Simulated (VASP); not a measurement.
Runs of VASP 6.6.1 on NaCl. It takes space group Pm-3m (No. 221, cubic). Conventional cell: a = 3.460 Å, b = 3.460 Å, c = 3.460 Å, α = 90.00°, β = 90.00°, γ = 90.00°. Within 3.9 Å of Na (site symmetry m-3m) lie 8 Cl at 3.00 Å and 6 Na at 3.46 Å. Within 3.9 Å of Cl (site symmetry m-3m) lie 8 Na at 3.00 Å and 6 Cl at 3.46 Å. 

```tsv
level	k mesh	smearing	grid for exact exchange (PRECFOCK)	share of exact exchange	screening parameter	gap on the mesh (eV)	pressure (GPa)
r2SCAN	6 × 6 × 6	gaussian 0.01 eV	-	-	-	4.95	-0.3
PBE-based screened hybrid	4 × 4 × 4	gaussian 0.01 eV	Normal	0.75	0.5 1/Å	(b)	-0.1
r2SCAN	6 × 6 × 6	fermi-dirac 0.05 eV	-	-	-	4.95	-0.3
PBEsol	6 × 6 × 6	gaussian 0.01 eV	-	-	-	3.95	-0.3
HF	4 × 4 × 4	gaussian 0.01 eV	Normal	-	-	12.70	(a)
```

Alike in all rows: task single point; potentials or basis VASP PAW PBE potentials, release 64 (Na_pv, Cl); no spin polarisation; cell as given; cutoff (eV) 520.

Fill in the values left out.

(a) 2.7; (b) 6.27.

Caveats: some runs use coarse meshes; the PAW data sets were made with another functional, which shifts forces and pressure a little.

A k mesh can miss the band edges.
